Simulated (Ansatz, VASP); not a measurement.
# Two plane-wave programs on F

```
F
1.0
     2.79766   -1.85092    0.29525
     2.79766    1.85092    0.29525
    -0.85888    0.00000    6.97237
F
4
Direct
  0.91386 0.58555 0.09393
  0.41445 0.08614 0.40607
  0.08614 0.41445 0.90607
  0.58555 0.91386 0.59393
```

Change from the starting cell: volume 18.287 Å^3 an atom, stretch along a over the lengths across it, relative to the relaxed cell 0.9607.

Alike in both runs: task single point; functional PBE; dispersion D3(BJ); k mesh 8 × 8 × 4; occupations gaussian, width 0.05 eV; no spin polarisation.

|  | VASP | Ansatz |
| --- | --- | --- |
| version | VASP 6.6.1 | Ansatz 0.2.0 |
| potentials or method | VASP PAW PBE potentials, release 64 (F), cutoff 520 eV | scalar-relativistic, plane waves, PAW |
| valence electrons in the cell | 28 | 28 |

Ansatz gave:

| Property | Result |
| --- | --- |
| gap on the k mesh at the Fermi level (eV) | 2.55 |
| least direct gap on the mesh (eV) | 2.55 |
| pressure (GPa) | -3.2 |
| traceless stress, the component that is largest in VASP (GPa) | -4.39 |
| rms of the force components (eV/Å) | 0.806 |

Q: Which values does VASP return?

A: gap on the k mesh at the Fermi level (eV): 2.49; least direct gap on the mesh (eV): 2.49; pressure (GPa): -3.1; traceless stress, the component that is largest in VASP (GPa): -3.48; rms of the force components (eV/Å): 0.637.

Atom by atom the forces differ by 0.169 eV/Å (rms over components).
